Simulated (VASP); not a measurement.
Al2B2As, 5 atoms in the cell. It takes space group P6/mmm (No. 191, hexagonal). The conventional cell has a = 3.611 Å, b = 3.611 Å, c = 7.216 Å, α = 90.00°, β = 90.00°, γ = 120.00°. Within 1.9 Å of Al (site symmetry 6mm) lie 1 As at 1.42 Å and 1 B at 1.43 Å. B (site symmetry 6mm) has 1 Al at 1.43 Å and 1 B at 1.52 Å within 1.9 Å. As (site symmetry 6/mmm) has 2 Al at 1.42 Å within 1.9 Å. The cell was generated, and may not be a known phase.

* Program: VASP 6.6.1
* Task: single point
* Functional: PBE
* Potentials or basis: VASP PAW PBE potentials, release 64 (Al, B, As)
* Cutoff: 520 eV
* k mesh: 6 × 6 × 4
* Occupations: gaussian, width 0.1 eV
* Spin: no spin polarisation
* Dipole correction: no
* Further INCAR settings: ALGO = Normal; EDIFF = 1e-07; NBANDS = 16

Potentials or basis: VASP PAW PBE potentials, release 64 (Al, B, As).

The run is started by

```sh
$ cat potpaw_PBE.64/Al/POTCAR potpaw_PBE.64/B/POTCAR potpaw_PBE.64/As/POTCAR > POTCAR
$ mpirun -np 1 vasp_std > vasp.out
```

Hardware: 1 thread of Intel Xeon 8259CL, on a shared host.

Estimate the wall time of this run.

Wall time 54 s on 1 thread of Intel Xeon 8259CL, on a shared host, peak memory 0.2 GiB. Counts: scf iterations 16, k points 21.
